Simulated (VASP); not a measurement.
NaF, 2 atoms in the cell. It takes space group R-3m (No. 166, trigonal). The conventional cell has a = 3.318 Å, b = 3.318 Å, c = 7.887 Å, α = 90.00°, β = 90.00°, γ = 120.00°. Within 3.1 Å of Na (site symmetry -3m) lie 6 F at 2.32 Å. F (site symmetry -3m) has 6 Na at 2.32 Å within 3.1 Å.  This cell differs from its parent crystal: equal xy, yz and zx shear strains of -2 %.

```yaml
Program: VASP 6.6.1
Task: electric field gradients
Functional: LDA
Potentials_or_basis: VASP PAW LDA potentials, release 64 (Na_pv, F)
Cutoff: 520 eV
k_mesh: 10 × 10 × 10
Occupations: fermi-dirac, width 0.02 eV
Spin: no spin polarisation
Dipole_correction: no
Further_INCAR_settings: ALGO = Normal; EDIFF = 1e-08; NBANDS = 14
```

Potentials or basis: VASP PAW LDA potentials, release 64 (Na_pv, F).

The run is started by

```console
$ cat potpaw_LDA.64/Na_pv/POTCAR potpaw_LDA.64/F/POTCAR > POTCAR
$ mpirun -np 1 vasp_std > vasp.out
```

Hardware: 1 thread of AMD EPYC 7R13, on a shared host.

Question: Estimate the wall time of this run.

Answer: Run time: 76 s on 1 thread of AMD EPYC 7R13 (shared host), peak memory 0.12 GiB. Counts: scf iterations 14, k points 116.
